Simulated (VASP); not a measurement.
Crystal: TiN.

```
CELL_PARAMETERS angstrom
0.00000 2.12200 2.12200
2.12200 0.00000 2.12200
2.12200 2.12200 0.00000
ATOMIC_POSITIONS crystal
Ti 0.00000 0.00000 0.00000
N 0.50000 0.50000 0.50000
```

* Program: VASP 6.6.1
* Task: relaxation of cell and atoms
* Functional: PBE
* Dispersion: D3(BJ)
* Potentials or basis: VASP PAW PBE potentials, release 64 (Ti_sv, N)
* Cutoff: 600 eV
* k mesh: 18 × 18 × 18
* Occupations: gaussian, width 0.1 eV
* Spin: no spin polarisation

At the start: pressure -7.3 GPa; volume 9.56 Å³/atom.

**Question.** How do energy, volume and symmetry change on relaxing?

**Answer.** Over 3 steps the energy falls by 5.7 meV/atom and the volume is 9.31 Å³/atom (-2.6 %); space group Fm-3m (No. 225, to 0.1 Å) before and after.

Step by step:
```tsv
step	energy change (eV)	largest force (eV/Å)	pressure (GPa)	volume (Å³)
1	0.0000	0.0000	-7.28	19.11
2	0.0133	0.0000	12.03	17.93
3	-0.0114	0.0000	-0.01	18.62
```

Final structure:
```
Ti N
1.0
     0.00000    2.10376    2.10376
     2.10376    0.00000    2.10376
     2.10376    2.10376    0.00000
Ti N
1 1
Direct
  0.00000 0.00000 0.00000
  0.50000 0.50000 0.50000
```
